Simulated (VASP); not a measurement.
Si:

```
Si
1.0
     2.76389    0.00000    0.00000
     0.00000    2.76389    0.00000
     0.00000    0.00000    2.76389
Si
1
Direct
  0.00000 0.00000 0.00000
```

```yaml
Program: VASP 6.6.1
Task: relaxation of cell and atoms
Functional: PBE
Potentials_or_basis: VASP PAW PBE potentials, release 64 (Si)
Cutoff: 600 eV
k_mesh: 6 × 6 × 6
Occupations: gaussian, width 0.1 eV
Spin: no spin polarisation
```

At the start: pressure -15.1 GPa; volume 21.11 Å³/atom.

Question: How do energy, volume and symmetry change on relaxing?

Answer: Over 3 steps the energy falls by 298.0 meV/atom and the volume is 16.16 Å³/atom (-23.5 %); space group Pm-3m (No. 221, to 0.05 Å).

The path:
| step | energy change (eV) | largest force (eV/Å) | pressure (GPa) | volume (Å³) |
| --- | --- | --- | --- | --- |
| 1 | 0.0000 | 0.0000 | -15.11 | 21.11 |
| 2 | -0.2909 | 0.0000 | 4.05 | 15.59 |
| 3 | -0.2980 | 0.0000 | 0.09 | 16.16 |

Final structure:
```
Si
1.0
     2.52821    0.00000    0.00000
     0.00000    2.52821    0.00000
     0.00000    0.00000    2.52821
Si
1
Cartesian
  0.0000 0.0000 0.0000
```

Caveat: the k points lie up to 0.41 Å⁻¹ apart in the final cell; the volume moved by over 15 % at a fixed basis, so the end points are rough.
